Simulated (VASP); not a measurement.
Al32ClO48 (a cell with a defect): single point with PBE

Al32ClO48 (a cell with a defect):

```
CELL_PARAMETERS angstrom
4.80788 2.77583 8.74841
-4.80788 2.77583 8.74841
0.00000 -5.55167 8.74841
ATOMIC_POSITIONS crystal
Al 0.30879 0.32702 0.32895
Al 0.43240 0.42378 0.43304
Al 0.07163 0.07441 0.07449
Al 0.17332 0.17936 0.17509
Al 0.31818 0.32268 0.82019
Al 0.43151 0.42467 0.89783
Al 0.07429 0.07427 0.57494
Al 0.17852 0.17308 0.67817
Al 0.32343 0.82868 0.32266
Al 0.42530 0.93096 0.42439
Al 0.06623 0.57459 0.07340
Al 0.16631 0.67695 0.17770
Al 0.32302 0.82331 0.82457
Al 0.42283 0.92343 0.93024
Al 0.07528 0.57206 0.57150
Al 0.17511 0.67891 0.67279
Al 0.81920 0.32480 0.32455
Al 0.92429 0.43034 0.42252
Al 0.58105 0.07692 0.06274
Al 0.67924 0.17502 0.19734
Al 0.82670 0.31879 0.81489
Al 0.92369 0.42841 0.92254
Al 0.57449 0.07324 0.58255
Al 0.67787 0.18077 0.68368
Al 0.81831 0.82873 0.32476
Al 0.92658 0.92355 0.42903
Al 0.57707 0.57293 0.07967
Al 0.67561 0.68031 0.17435
Al 0.82359 0.82041 0.82237
Al 0.92570 0.92618 0.92470
Al 0.57318 0.58306 0.56474
Al 0.67784 0.67714 0.67400
O 0.22063 0.03397 0.37255
O 0.47147 0.12521 0.28678
O 0.02007 0.37407 0.22431
O 0.37376 0.22501 0.02430
O 0.11929 0.27835 0.47763
O 0.22559 0.48010 0.15225
O 0.22087 0.02821 0.87694
O 0.46858 0.12156 0.78500
O 0.02894 0.37309 0.72046
O 0.37422 0.22190 0.53341
O 0.12190 0.27843 0.97113
O 0.27258 0.47396 0.62402
O 0.22669 0.52638 0.37126
O 0.47067 0.63043 0.28082
O 0.02506 0.87715 0.22189
O 0.36899 0.72570 0.03205
O 0.12647 0.77954 0.46908
O 0.27529 0.97482 0.12632
O 0.21766 0.52963 0.87306
O 0.46890 0.63086 0.76793
O 0.03143 0.87461 0.71879
O 0.37238 0.72873 0.52367
O 0.12244 0.78178 0.97018
O 0.27964 0.97259 0.62418
O 0.72315 0.02014 0.38600
O 0.96816 0.12552 0.27870
O 0.57814 0.35753 0.25793
O 0.87267 0.22262 0.02617
O 0.62836 0.26968 0.49242
O 0.78779 0.48027 0.11715
O 0.72570 0.00819 0.87566
O 0.98087 0.11832 0.77722
O 0.51214 0.39186 0.70190
O 0.87573 0.22285 0.53167
O 0.65792 0.25634 0.88788
O 0.77848 0.47992 0.61744
O 0.71932 0.53089 0.37292
O 0.95180 0.63703 0.28327
O 0.52845 0.88118 0.21846
O 0.87451 0.72353 0.02745
O 0.62192 0.78338 0.47033
O 0.77386 0.98184 0.12279
O 0.73050 0.53545 0.86610
O 0.97438 0.62500 0.77537
O 0.52694 0.87388 0.72409
O 0.87790 0.72037 0.52747
O 0.62213 0.77662 0.97410
O 0.78047 0.96584 0.62660
Cl 0.50707 0.40551 0.06415
```

```yaml
Program: VASP 6.6.1
Task: single point
Functional: PBE
Potentials_or_basis: VASP PAW PBE potentials, release 64 (Al, O, Cl)
Cutoff: 520 eV
k_mesh: 1 × 1 × 1
Occupations: fermi-dirac, width 0.01 eV
Spin: no spin polarisation
Dipole_correction: no
Charge: -1
Further_INCAR_settings: LREAL = Auto; ALGO = Normal; EDIFF = 1e-07; NBANDS = 242; NELECT = 392.0
```

| Quantity | Value |
| --- | --- |
| Largest force | 0.345 eV/Å |

Forces in eV/Å, atoms in the order of the input:
```
Al  -0.012  0.044 -0.115
Al   0.020 -0.010 -0.024
Al   0.003  0.007 -0.013
Al  -0.003 -0.013  0.001
Al  -0.002  0.005  0.026
Al   0.010 -0.079  0.070
Al  -0.004 -0.009 -0.021
Al  -0.002  0.017 -0.006
Al   0.005 -0.011 -0.035
Al   0.003  0.011 -0.036
Al   0.009 -0.013 -0.062
Al  -0.001  0.008 -0.013
Al  -0.005  0.016 -0.018
Al  -0.002 -0.006  0.011
Al   0.012  0.020 -0.014
Al   0.002 -0.010  0.002
Al  -0.021 -0.022 -0.034
Al  -0.007 -0.022 -0.017
Al  -0.016 -0.072  0.045
Al  -0.026  0.051  0.005
Al   0.016  0.002  0.015
Al   0.008  0.021  0.040
Al   0.006  0.001 -0.005
Al   0.016 -0.032 -0.021
Al  -0.010  0.001 -0.015
Al  -0.006 -0.004 -0.017
Al   0.011  0.010  0.011
Al   0.001 -0.016  0.008
Al   0.000 -0.013  0.012
Al  -0.009 -0.006  0.012
Al  -0.009 -0.031 -0.009
Al  -0.005  0.014  0.009
O   -0.003 -0.023 -0.028
O   -0.062  0.227 -0.198
O   -0.005 -0.028 -0.021
O   -0.012 -0.042  0.059
O   -0.009 -0.003 -0.021
O    0.052 -0.037 -0.038
O   -0.008  0.017 -0.004
O   -0.015 -0.026  0.000
O    0.025  0.031  0.000
O    0.043  0.060 -0.079
O    0.006 -0.001  0.006
O    0.027 -0.003 -0.010
O    0.040  0.022 -0.023
O   -0.002 -0.014 -0.018
O    0.002  0.006 -0.012
O   -0.029  0.004  0.020
O    0.010  0.000 -0.025
O   -0.007  0.001  0.002
O    0.003 -0.011 -0.006
O   -0.025 -0.001  0.011
O    0.001 -0.009 -0.003
O    0.002 -0.018 -0.018
O    0.024  0.001 -0.009
O    0.008  0.046  0.005
O   -0.027 -0.017 -0.047
O   -0.010 -0.018 -0.026
O    0.148  0.045  0.112
O    0.001  0.031 -0.006
O    0.001 -0.053  0.031
O    0.010  0.038  0.041
O   -0.039 -0.018  0.025
O    0.009 -0.004 -0.002
O    0.035 -0.049  0.049
O   -0.010 -0.029  0.005
O   -0.020 -0.142  0.119
O   -0.002 -0.023 -0.002
O   -0.013 -0.021 -0.007
O    0.004 -0.007 -0.011
O    0.018 -0.021 -0.013
O   -0.016 -0.002  0.006
O   -0.021  0.011 -0.004
O    0.027 -0.003  0.020
O    0.017  0.059  0.053
O    0.015  0.017  0.013
O   -0.004  0.001  0.008
O    0.010  0.016 -0.010
O   -0.010  0.000  0.006
O    0.006 -0.015 -0.002
Cl  -0.176  0.147  0.258
```

Levels at points of the mesh, in eV from the Fermi level:
| k point | band 193 | band 194 | band 195 | band 196 | band 197 | band 198 | band 199 | band 200 |
| --- | --- | --- | --- | --- | --- | --- | --- | --- |
| (0.00, 0.00, 0.00) | -1.75 | -1.25 | -0.69 | -0.31 | 3.78 | 5.70 | 6.01 | 6.26 |

Wall time 8 min on 1 thread of Intel(R) Xeon(R) Platinum 8488C (Sapphire Rapids) (shared host), peak memory 0.95 GiB.

Caveat: the k points lie up to 0.79 Å⁻¹ apart; the cell carries a net charge on a neutralising background, which shifts energy and pressure; the cell is charged against a uniform background, so pressure and absolute levels hang on convention.
